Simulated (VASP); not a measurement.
Set up this calculation in VASP 6.6.1, as the native input.

```
Task                   : relaxation of cell and atoms
Functional             : PBEsol
Potentials or basis    : VASP PAW PBE potentials, release 64 (Ti_sv, Re)
Cutoff                 : 600 eV
k mesh                 : 6 × 6 × 6
Occupations            : methfessel-paxton, width 0.05 eV
Spin                   : no spin polarisation
Target pressure        : 45 GPa
Dipole correction      : no
Further INCAR settings : ALGO = Normal; EDIFF = 1e-06; IBRION = 2; EDIFFG = -0.03; NSW = 80; ISIF = 3
```

The structure of TiRe lies in POSCAR:

```
TiRe
1.0
    3.1200000000      0.0000000000      0.0000000000
    0.0000000000      3.1200000000      0.0000000000
    0.0000000000      0.0000000000      3.1200000000
Ti Re
1 1
Direct
    0.0000000000      0.0000000000      0.0000000000
    0.5000000000      0.5000000000      0.5000000000
```

The input as run:

INCAR

```
PREC     = Accurate       # precision mode
ENCUT    = 600            # plane-wave cutoff, eV
EDIFF    = 1E-6           # SCF threshold, eV
ISMEAR   = 1              # smearing method
SIGMA    = 0.05           # smearing width, eV
LREAL    = F              # projectors in reciprocal space
LASPH    = T              # aspherical terms in the spheres
NELM     = 60             # most SCF steps
ALGO     = Normal         # electronic algorithm
ISIF     = 3              # what is computed and relaxed
LWAVE    = F              # write WAVECAR
LCHARG   = F              # write CHGCAR
GGA      = PS             # functional
IBRION   = 2              # ionic algorithm
NSW      = 80             # ionic steps
EDIFFG   = -0.03          # ionic threshold
PSTRESS  = 450.0
```

KPOINTS

```
regular mesh
0
Gamma
  6 6 6
```

Potentials or basis: VASP PAW PBE potentials, release 64 (Ti_sv, Re).

Run with:

```bash
$ cat potpaw_PBE.64/Ti_sv/POTCAR potpaw_PBE.64/Re/POTCAR > POTCAR
$ mpirun -np 1 vasp_std > vasp.out
```

It gave:

The relaxed volume is 12.80 Å³/atom and the relaxed cell is a = 2.947 Å, b = 2.947 Å, c = 2.947 Å, α = 90.00°, β = 90.00°, γ = 90.00°. The space group after relaxing (to 0.05 Å) is Pm-3m (No. 221) and the energy change on relaxing (the enthalpy is what falls) is +211.5 meV/atom. The ionic steps are 17. The pressure after relaxing is 44.9 GPa.

Caveat: the cell is relaxed towards a set pressure, so the enthalpy falls and the energy may rise; the volume moved by over 15 % at a fixed basis, so the end points are rough; the PAW data sets were made with another functional, which shifts forces and pressure a little.

Wall time 67 s on 1 thread of Intel(R) Xeon(R) 6975P-C (Granite Rapids), on a shared host, peak memory 0.18 GiB.
